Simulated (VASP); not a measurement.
Input of a VASP 6.6.1 run:

File INCAR:

```
PREC     = Accurate       # precision mode
ENCUT    = 520            # plane-wave cutoff, eV
EDIFF    = 1E-6           # SCF threshold, eV
ISMEAR   = 0              # smearing method
SIGMA    = 0.01           # smearing width, eV
LREAL    = False          # projectors in reciprocal space
LASPH    = True           # aspherical terms in the spheres
NELM     = 80             # most SCF steps
ALGO     = Normal         # electronic algorithm
ISIF     = 2              # what is computed and relaxed
LWAVE    = False          # write WAVECAR
LCHARG   = False          # write CHGCAR
GGA      = PE             # functional
NBANDS   = 23             # bands
```

Contents of KPOINTS:

```
Automatic mesh
0
Gamma
  2 2 2
```

POSCAR

```
Si
1.0
    5.4300000000      0.0000000000      0.0000000000
    0.0000000000      5.4300000000      0.0000000000
    0.0000000000      0.0000000000      5.4300000000
Si
7
Direct
    0.9912760000      0.9988890000      0.9981350000
    0.9960610000      0.4990220000      0.4994980000
    0.5081300000      0.9948520000      0.5054980000
    0.5013870000      0.5047240000      0.0019960000
    0.2409550000      0.2500480000      0.2567600000
    0.7445420000      0.2528030000      0.7536290000
    0.7637550000      0.7470230000      0.2568740000
```

Potentials or basis: VASP PAW PBE potentials, release 64 (Si).

The run is started by

```console
$ cat potpaw_PBE.64/Si/POTCAR > POTCAR
$ mpirun -np 1 vasp_std > vasp.out
```

(1) Estimate the pressure.

(2) Predict the largest force.

(3) Predict the band gap on the k mesh.

Results:

(1) -1.0 GPa.

(2) 0.957 eV/Å.

(3) zero (band 14 reaches 6.01 eV, above the bottom of band 15 at 4.96 eV).

Caveat: the k points lie up to 0.58 Å⁻¹ apart.
